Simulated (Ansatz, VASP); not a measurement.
Two plane-wave programs on CuF

The input POSCAR:

```
CuF
1.0
    2.7384616326      0.0000000000      0.0000000000
    0.0000000000      2.7384616326      0.0000000000
    0.0000000000      0.0000000000      2.7384616326
Cu F
1 1
Direct
    0.0000000000      0.0000000000      0.0000000000
    0.5000000000      0.5000000000      0.5000000000
```

The input INCAR.step1:

```
PREC     = Accurate       # precision mode
ENCUT    = 520            # plane-wave cutoff, eV
ISMEAR   = -1             # smearing method
SIGMA    = 0.02           # smearing width, eV
LREAL    = F              # projectors in reciprocal space
LASPH    = T              # aspherical terms in the spheres
NELM     = 80             # most SCF steps
NBANDS   = 16             # bands
GGA      = PE             # functional
ALGO     = Normal         # electronic algorithm
EDIFF    = 1E-4           # SCF threshold, eV
LWAVE    = T              # write WAVECAR
LCHARG   = F              # write CHGCAR
```

File INCAR.step2:

```
PREC     = Accurate       # precision mode
ENCUT    = 520            # plane-wave cutoff, eV
EDIFF    = 1E-6           # SCF threshold, eV
ISMEAR   = -1             # smearing method
SIGMA    = 0.02           # smearing width, eV
LREAL    = F              # projectors in reciprocal space
LASPH    = T              # aspherical terms in the spheres
NELM     = 80             # most SCF steps
ALGO     = Normal         # electronic algorithm
ISIF     = 2              # what is computed and relaxed
LWAVE    = F              # write WAVECAR
LCHARG   = F              # write CHGCAR
METAGGA  = R2SCAN         # meta-GGA
LMIXTAU  = T            
NBANDS   = 16             # bands
ISTART   = 1
```

Contents of KPOINTS:

```
regular mesh
0
Gamma
  10 10 10
```

Input for Ansatz:

```yaml
crystal:
  lattice:
    - [2.7384616326, 0.0, 0.0]
    - [0.0, 2.7384616326, 0.0]
    - [0.0, 0.0, 2.7384616326]
  atoms:
    - { symbol: Cu, position: [0.0, 0.0, 0.0] }
    - { symbol: F, position: [0.5, 0.5, 0.5] }
kpoints:
  mp_grid: { grid: [10, 10, 10] }
  band_path:
    path: [[0.0, 0.0, 0.0], [0.0, 0.5, 0.0], [0.5, 0.5, 0.0], [0.5, 0.5, 0.5]]
    npoints: 1
hamiltonian:
  xc: r2scan
scf:
  occupations: { method: fermi_dirac, width: 0.02 }
  n_extra_bands: 4
output:
  forces: true
  stress: true
  eigenvalues: true
```

Alike in both runs: task single point; functional r2SCAN; k mesh 10 × 10 × 10; occupations fermi-dirac, width 0.02 eV; no spin polarisation.

|  | VASP | Ansatz |
| --- | --- | --- |
| version | VASP 6.6.1 | Ansatz 0.2.0 |
| potentials or method | VASP PAW PBE potentials, release 64 (Cu, F) | plane waves, PAW |
| plane-wave cutoff (eV) | 520 | 500 |
| valence electrons in the cell | 18 | 26 |

|  | VASP | Ansatz | Ansatz less VASP |
| --- | --- | --- | --- |
| pressure (GPa) | -0.1 | 0.0 | +0.13 |

VASP's potentials were made for PBE, not for r2SCAN. VASP's potentials hold 18 valence electrons a cell and Ansatz's 26, so a difference there can come from the potentials and not from the codes.
